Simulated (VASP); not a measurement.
# CoSn (F-43m) in VASP: single point with r2SCAN

Aim: the single point of CoSn with r2SCAN.

All numbers are computed with VASP 6.6.1; they aren't measurements. Logs are shortened: lines on timing, memory, paths and dates and some standing lists are left out, and cuts for length are marked.

### Step 1. The cell of the first run

The structure is cubic, space group F-43m (No. 216). The conventional cell has a = 5.760 Å, b = 5.760 Å, c = 5.760 Å, α = 90.00°, β = 90.00°, γ = 90.00°. Co (site symmetry -43m) has 4 Sn at 2.49 Å within 3.3 Å. Within 3.3 Å of Sn (site symmetry -43m) lie 4 Co at 2.49 Å.

### Step 2. Single point, r2SCAN, collinear spin, ferromagnetic start

The input, POSCAR:

```
CoSn
1.0
    0.0000000000      2.8799589004      2.8799589004
    2.8799589004      0.0000000000      2.8799589004
    2.8799589004      2.8799589004      0.0000000000
Co Sn
1 1
Direct
    0.0000000000      0.0000000000      0.0000000000
    0.2500000000      0.2500000000      0.2500000000
```

The input, INCAR.step1:

```
SYSTEM = CoSn
PREC = Accurate ; ENCUT = 660
ISMEAR = 0 ; SIGMA = 0.1
LREAL = .FALSE. ; LASPH = .TRUE.
NELM = 200 ; ISPIN = 2
MAGMOM = 1.11 0 ; LMAXMIX = 4
NBANDS = 22 ; GGA = PE
ALGO = Normal ; EDIFF = 1E-5
LWAVE = .TRUE. ; LCHARG = .FALSE.
GGA_COMPAT = .FALSE.
```

The input, INCAR.step2:

```
SYSTEM = CoSn
PREC = Accurate ; ENCUT = 660
EDIFF = 1E-6 ; ISMEAR = 0
SIGMA = 0.1 ; LREAL = .FALSE.
LASPH = .TRUE. ; NELM = 200
ALGO = Normal ; ISIF = 2
LWAVE = .FALSE. ; LCHARG = .FALSE.
ISPIN = 2 ; MAGMOM = 1.11 0
LORBIT = 11 ; LMAXMIX = 4
METAGGA = R2SCAN ; LMIXTAU = .TRUE.
NBANDS = 22 ; ISTART = 1
GGA_COMPAT = .FALSE.
```

The input, KPOINTS:

```
Automatic mesh
0
G
  16 16 16
  0 0 0
```

Potentials or basis: VASP PAW PBE potentials, release 64 (Co, Sn_d).

Run with:

```
$ cat potpaw_PBE.64/Co/POTCAR potpaw_PBE.64/Sn_d/POTCAR > POTCAR
$ cp INCAR.step1 INCAR
$ mpirun -np 1 vasp_std > vasp.out
$ cp INCAR.step2 INCAR
$ mpirun -np 1 vasp_std > vasp.out
```

OUTCAR:

```text
SYSTEM = CoSn
   PREC = Accurate
   ENCUT = 660
   EDIFF = 1E-6
   ISMEAR = 0
   LREAL = .FALSE.
   LASPH = .TRUE.
   NELM = 200
   ISIF = 2
   ISPIN = 2
   LORBIT = 11
   METAGGA = R2SCAN
   ISTART = 1

 ion  position               nearest neighbor table
   1  0.000  0.000  0.000-   2 2.49   2 2.49   2 2.49   2 2.49
   2  0.250  0.250  0.250-   1 2.49   1 2.49   1 2.49   1 2.49

  LATTYP: Found a face centered cubic cell.
 ALAT       =     5.7599178008

  Lattice vectors:

 A1 = (   0.0000000000,   2.8799589004,   2.8799589004)
 A2 = (   2.8799589004,   0.0000000000,   2.8799589004)
 A3 = (   2.8799589004,   2.8799589004,   0.0000000000)

Analysis of symmetry for initial positions (statically):
=====================================================================
 Subroutine PRICEL returns:
 Original cell was already a primitive cell.

 Routine SETGRP: Setting up the symmetry group for a
 face centered cubic supercell.

 Subroutine GETGRP returns: Found 24 space group operations
 (whereof 24 operations were pure point group operations)
 out of a pool of 48 trial point group operations.

The static configuration has the point symmetry T_d .

Analysis of symmetry for dynamics (positions and initial velocities):
=====================================================================
 Subroutine PRICEL returns:
 Original cell was already a primitive cell.

 Routine SETGRP: Setting up the symmetry group for a
 face centered cubic supercell.

 Subroutine GETGRP returns: Found 24 space group operations
 (whereof 24 operations were pure point group operations)
 out of a pool of 48 trial point group operations.

The dynamic configuration has the point symmetry T_d .

Analysis of structural, dynamic, and magnetic symmetry:
=====================================================================
 Subroutine PRICEL returns:
 Original cell was already a primitive cell.

 Routine SETGRP: Setting up the symmetry group for a
 face centered cubic supercell.

 Subroutine GETGRP returns: Found 24 space group operations
 (whereof 24 operations were pure point group operations)
 out of a pool of 48 trial point group operations.

The overall configuration has the point symmetry T_d .

 Subroutine INISYM returns: Found 24 space group operations
 (whereof 24 operations are pure point group operations),
 and found     1 'primitive' translations

----------------------------------------------------------------------------------------

                                     Primitive cell

  volume of cell :      47.7737

  direct lattice vectors                    reciprocal lattice vectors
     0.000000000  2.879958900  2.879958900    -0.173613589  0.173613589  0.173613589
     2.879958900  0.000000000  2.879958900     0.173613589 -0.173613589  0.173613589
     2.879958900  2.879958900  0.000000000     0.173613589  0.173613589 -0.173613589

  length of vectors
     4.072876936  4.072876936  4.072876936     0.300707557  0.300707557  0.300707557

  position of ions in fractional coordinates (direct lattice)
     0.000000000  0.000000000  0.000000000
     0.250000000  0.250000000  0.250000000

  ion indices of the primitive-cell ions
   primitive index   ion index
                 1           1
                 2           2

----------------------------------------------------------------------------------------

 KPOINTS: Automatic mesh

Automatic generation of k-mesh.
 Grid dimensions read from file:
 generate k-points for:   16   16   16

 Generating k-lattice:

  Cartesian coordinates                     Fractional coordinates (reciprocal lattice)
    -0.010850849  0.010850849  0.010850849     0.062500000  0.000000000  0.000000000
     0.010850849 -0.010850849  0.010850849     0.000000000  0.062500000  0.000000000
     0.010850849  0.010850849 -0.010850849     0.000000000  0.000000000  0.062500000

  Length of vectors
     0.018794222  0.018794222  0.018794222

  Shift w.r.t. Gamma in fractional coordinates (k-lattice)
     0.000000000  0.000000000  0.000000000

 Subroutine IBZKPT returns following result:
 ===========================================

 Found    145 irreducible k-points:

 Following reciprocal coordinates:
            Coordinates               Weight
  0.000000  0.000000  0.000000      1.000000
  0.062500  0.000000  0.000000      8.000000
  0.125000  0.000000  0.000000      8.000000
  0.187500  0.000000  0.000000      8.000000
  0.250000  0.000000  0.000000      8.000000
  0.312500  0.000000  0.000000      8.000000
[... 16 lines left out ...]
 -0.125000  0.062500  0.000000     24.000000
 -0.062500  0.062500  0.000000     12.000000
 [... further k-points ...]
   k-points           NKPTS =    145   k-points in BZ     NKDIM =    145   number of bands    NBANDS=     22
   number of dos      NEDOS =    301   number of ions     NIONS =      2
   total plane-waves  NPLWV =  46656
   dimension x,y,z NGX =    36 NGY =   36 NGZ =   36
   dimension x,y,z NGXF=    72 NGYF=   72 NGZF=   72
   ions per type =               1   1
   NGX,Y,Z   is equivalent  to a cutoff of  14.69, 14.69, 14.69 a.u.
   NGXF,Y,Z  is equivalent  to a cutoff of  29.39, 29.39, 29.39 a.u.
 SYSTEM =  CoSn
   PREC   = accura    normal or accurate (medium, high low for compatibility)
   ISTART =      1    job   : 0-new  1-cont  2-samecut
   ICHARG =      0    charge: 1-file 2-atom 10-const
   ISPIN  =      2    spin polarized calculation?
   LNONCOLLINEAR =      F non collinear calculations
   LSORBIT =      F    spin-orbit coupling
   LASPH  =      T    aspherical Exc in radial PAW
   ENCUT  =  660.0 eV  48.51 Ry    6.96 a.u.   8.53  8.53  8.53*2*pi/ulx,y,z
   NELM   =    200;   NELMIN=  2; NELMDL=  0     # of ELM steps
   EDIFF  = 0.1E-05   stopping-criterion for ELM
   LREAL  =      F    real-space projection
   EDIFFG = 0.1E-04   stopping-criterion for IOM
   NSW    =      0    number of steps for IOM
   IBRION =     -1    ionic relax: 0-MD 1-quasi-New 2-CG
   NFREE  =      0    steps in history (QN), initial steepest desc. (CG)
   ISIF   =      2    stress and relaxation
   ISYM   =      2    0-nonsym 1-usesym 2-fastsym
   POTIM  = 0.5000    time-step for ionic-motion
   TEBEG  =    0.0;   TEEND  =   0.0 temperature during run
   PSTRESS=    0.0 pullay stress
   NELECT =      23.0000    total number of electrons
   NUPDOWN=      -1.0000    fix difference up-down
   EMIN   =  10.00;   EMAX   =-10.00  energy-range for DOS
   EFERMI =   0.00;   METHOD = LEGACY
   ISMEAR =     0;   SIGMA  =   0.10  broadening in eV -4-tet -1-fermi 0-gaus
   EFERMI_NEDOS =   21; number of points for ismear=-14 and -15
   IALGO  =     38    algorithm
   IMIX   =      4    mixing-type and parameters
     AMIX     =   0.40;   BMIX     =  1.00
     AMIX_MAG =   1.60;   BMIX_MAG =  1.00
  volume/ion in A,a.u.               =      23.89       161.20
  Fermi-wavevector in a.u.,A,eV,Ry     =   1.283082  2.424674 22.399271  1.646300
  Thomas-Fermi vector in A             =   2.415356
   LORBIT       =     11    0 simple, 1 ext, 2 COOP (PROOUT), +10 PAW based schemes
   METAGGA = R2SCAN    functional components
   LHFCALC =     F    Hartree Fock is set to
   AEXX    =    0.0000 exact exchange contribution
   IVDW    =     0    specifies the selected vdW correction
   LEPSILON=     F    determine dielectric tensor
   LRPA    =     F    only Hartree local field effects (RPA)
 spin polarized calculation
 Gauss-broadening in eV      SIGMA  =   0.10
  energy-cutoff  :      660.00
  volume of cell :       47.77
 maximum number of plane-waves:      1862
 NGX is ok and might be reduce to    36
   NGX = 17   NGY = 17   NGZ = 17

 number of electron      23.0000000 magnetization      -0.0002652

 number of electron      23.0000000 magnetization       0.0000503

 Free energy of the ion-electron system (eV)
  ---------------------------------------------------
  ext. energy  EPLUGINS =         0.00000000
  ---------------------------------------------------
  free energy    TOTEN  =       -36.08280414 eV

  energy without entropy =      -36.07526152  energy(sigma->0) =      -36.07903283

 E-fermi :   5.2823     XC(G=0): -10.5817

 val. band max:        5.2700745968   @ k =   0.5000   0.3125   0.0625
 cond. band min:       5.2943762706   @ k =   0.5000   0.3750   0.0625
 fundamental gap:      0.0243016739
 Fermi energy:         5.2823110975

 spin component 1

 k-point     1 :       0.0000    0.0000    0.0000
  band No.  band energies     occupation
      1     -16.0280      1.00000
      2     -16.0280      1.00000
      3     -16.0280      1.00000
      4     -15.9687      1.00000
      5     -15.9687      1.00000
      6      -3.9597      1.00000
[... 14 lines left out ...]
     21      17.9839      0.00000
     22      17.9839      0.00000
[... 552 lines left out ...]
  band No.  band energies     occupation
      1     -16.0283      1.00000
      2     -16.0269      1.00000
      3     -16.0260      1.00000
      4     -15.9689      1.00000
      5     -15.9679      1.00000
      6      -3.8275      1.00000
[... 14 lines left out ...]
     21      17.4833      0.00000
     22      18.2836      0.00000

 [... further k-points ...]

 spin component 2

 k-point     1 :       0.0000    0.0000    0.0000
  band No.  band energies     occupation
      1     -16.0280      1.00000
      2     -16.0280      1.00000
      3     -16.0280      1.00000
      4     -15.9688      1.00000
      5     -15.9688      1.00000
      6      -3.9597      1.00000
[... 14 lines left out ...]
     21      17.9839      0.00000
     22      17.9839      0.00000
[... 552 lines left out ...]
  band No.  band energies     occupation
      1     -16.0283      1.00000
      2     -16.0270      1.00000
      3     -16.0260      1.00000
      4     -15.9690      1.00000
      5     -15.9679      1.00000
      6      -3.8275      1.00000
[... 14 lines left out ...]
     21      17.4833      0.00000
     22      18.2836      0.00000

 [... further k-points ...]
[... 5 lines left out ...]
  --------------------------------------------------------------------------------------
  -------------------------------------------------------------------------------------
  Total       -0.9361078     -0.9361078     -0.9361078      0.0000000      0.0000000     -0.0000000
  in kB      -31.3940681    -31.3940681    -31.3940681      0.0000000      0.0000000     -0.0000000
  external PRESSURE =     -31.3940681 kB  Pullay stress =       0.0000000 kB

 VOLUME and BASIS-vectors are now :
 -----------------------------------------------------------------------------
  energy-cutoff  :      660.00
  volume of cell :       47.77
      direct lattice vectors                 reciprocal lattice vectors
     0.000000000  2.879958900  2.879958900    -0.173613589  0.173613589  0.173613589
     2.879958900  0.000000000  2.879958900     0.173613589 -0.173613589  0.173613589
     2.879958900  2.879958900  0.000000000     0.173613589  0.173613589 -0.173613589

 POSITION                                       TOTAL-FORCE (eV/Angst)
 -----------------------------------------------------------------------------------
      0.00000      0.00000      0.00000        -0.000000      0.000000     -0.000000
      1.43998      1.43998      1.43998         0.000000     -0.000000      0.000000
 -----------------------------------------------------------------------------------
    total drift:                               -0.000000     -0.000000     -0.000000

  FREE ENERGIE OF THE ION-ELECTRON SYSTEM (eV)
  ---------------------------------------------------
  free  energy   TOTEN  =       -36.0828041445 eV

  energy  without entropy=      -36.0752615159  energy(sigma->0) =      -36.07903283

 total charge

# of ion       s       p       d       tot
------------------------------------------
    1        0.468   0.275   7.490   8.233
    2        1.172   1.226  10.005  12.403
--------------------------------------------------
tot          1.640   1.501  17.495  20.636

 magnetization (x)

# of ion       s       p       d       tot
------------------------------------------
    1        0.000  -0.000   0.000   0.000
    2        0.000  -0.000  -0.000  -0.000
--------------------------------------------------
tot          0.000  -0.000   0.000   0.000
```

Wall time 78 min (1 thread of Oxide Virtual Turin-like, shared host); peak memory 0.48 GiB.

Results:

```yaml
Free_energy: -36.0828 eV
Pressure: -3.1 GPa
Net_moment: 0.00 μB per cell
Valence_electrons_inside_the_program's_atomic_spheres: Co 8.23; Sn 12.40
```

Caveat: the cell stands under tension; the moments typed at the start vanished in this run; the PAW data sets were made with another functional, which shifts forces and pressure a little; spin-orbit coupling is left out, which moves the levels of the heavy elements.
